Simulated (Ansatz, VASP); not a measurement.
# Two plane-wave programs on KI

The input POSCAR:

```
KI
1.0
    0.0000000000      3.5445661401      3.5445661401
    3.5445661401      0.0000000000      3.5445661401
    3.5445661401      3.5445661401      0.0000000000
K I
1 1
Direct
    0.0000000000      0.0000000000      0.0000000000
    0.5000000000      0.5000000000      0.5000000000
```

File INCAR.step1:

```
SYSTEM = KI
PREC = Accurate ; ENCUT = 520
EDIFF = 1E-5 ; ISMEAR = 0
SIGMA = 0.01 ; LREAL = .FALSE.
LASPH = .TRUE. ; NELM = 80
ALGO = Normal ; ISIF = 2
LWAVE = .TRUE. ; LCHARG = .FALSE.
GGA = PE ; NBANDS = 15
```

INCAR.step2

```
SYSTEM = KI
PREC = Accurate ; ENCUT = 520
EDIFF = 1E-6 ; ISMEAR = 0
SIGMA = 0.01 ; LREAL = .FALSE.
LASPH = .TRUE. ; NELM = 80
ALGO = Normal ; ISIF = 2
LWAVE = .FALSE. ; LCHARG = .FALSE.
GGA = PE ; LHFCALC = .TRUE.
HFSCREEN = 0.2079 ; PRECFOCK = Normal
ISTART = 1 ; NBANDS = 15
```

The input KPOINTS:

```
Automatic mesh
0
G
  4 4 4
  0 0 0
```

Input for Ansatz:

```yaml
crystal:
  lattice:
    - [0.0, 3.5445661401, 3.5445661401]
    - [3.5445661401, 0.0, 3.5445661401]
    - [3.5445661401, 3.5445661401, 0.0]
  atoms:
    - { symbol: K, position: [0.0, 0.0, 0.0] }
    - { symbol: I, position: [0.5, 0.5, 0.5] }
kpoints:
  mp_grid: { grid: [4, 4, 4] }
hamiltonian:
  xc: hse06
scf:
  occupations: { method: fixed }
  n_extra_bands: 4
output:
  forces: true
  stress: true
  eigenvalues: true
```

Alike in both runs: task single point; functional HSE06; k mesh 4 × 4 × 4; no spin polarisation.

|  | VASP | Ansatz |
| --- | --- | --- |
| version | VASP 6.6.1 | Ansatz 0.2.0 |
| potentials or method | VASP PAW PBE potentials, release 64 (K_sv, I) | plane waves, PAW |
| plane-wave cutoff (eV) | 520 | 420 |
| occupations | gaussian, width 0.01 eV | fixed |
| valence electrons in the cell | 16 | 26 |

```csv
,VASP,Ansatz,Ansatz less VASP
gap on the k mesh at the Fermi level (eV),4.93,4.94,+0.011
pressure (GPa),0.3,0.3,-0.01
```

VASP's potentials hold 16 valence electrons a cell and Ansatz's 26, so a difference there can come from the potentials and not from the codes. Ansatz's warnings: stress exchange threshold loose, stress scf threshold loose.

Neither program's run includes spin-orbit coupling.
